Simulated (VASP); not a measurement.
Wanted: the native input for a VASP 6.6.1 run.

* Task: relaxation of volume and atoms at fixed shape
* Functional: LDA
* Potentials or basis: VASP PAW LDA potentials, release 64 (Pd)
* Cutoff: 500 eV
* k mesh: 11 × 11 × 11
* Occupations: fermi-dirac, width 0.1 eV
* Spin: no spin polarisation
* Dipole correction: no
* Further INCAR settings: ALGO = Normal; EDIFF = 1e-07; IBRION = 2; EDIFFG = -0.03; NSW = 50; ISIF = 8

The structure of Pd lies in POSCAR:

```
Pd
1.0
    0.0000000000      1.9465000000      1.9465000000
    1.9465000000      0.0000000000      1.9465000000
    1.9465000000      1.9465000000      0.0000000000
Pd
1
Direct
    0.0000000000      0.0000000000      0.0000000000
```

The input as run:

INCAR

```
SYSTEM = Pd
PREC = Accurate
ENCUT = 500
EDIFF = 1E-7
ISMEAR = -1
SIGMA = 0.1
LREAL = .False.
LASPH = .True.
NELM = 120
ALGO = Normal
ISIF = 8
LWAVE = .False.
LCHARG = .False.
IBRION = 2
NSW = 50
EDIFFG = -0.03
GGA_COMPAT = .False.
NELMIN = 4
```

KPOINTS

```
regular mesh
0
Gamma
  11 11 11
  0 0 0
```

Potentials or basis: VASP PAW LDA potentials, release 64 (Pd).

Launch:

```console
$ cat potpaw_LDA.64/Pd/POTCAR > POTCAR
$ mpirun -np 1 vasp_std > vasp.out
```

It gave:

The relaxed volume is 14.22 Å³/atom, the relaxed cell is a = 2.720 Å, b = 2.720 Å, c = 2.720 Å, α = 60.00°, β = 60.00°, γ = 60.00° and the space group after relaxing (to 0.05 Å) is Fm-3m (No. 225). The energy gained by relaxing is 12.9 meV/atom, the ionic steps are 3 and the pressure after relaxing is -0.2 GPa. The band gap on the k mesh is zero (band 5 reaches 10.48 eV, above the bottom of band 6 at 8.87 eV).

Run time: 29 s on 1 thread of Intel Xeon 8259CL, on a shared host, peak memory 0.13 GiB.
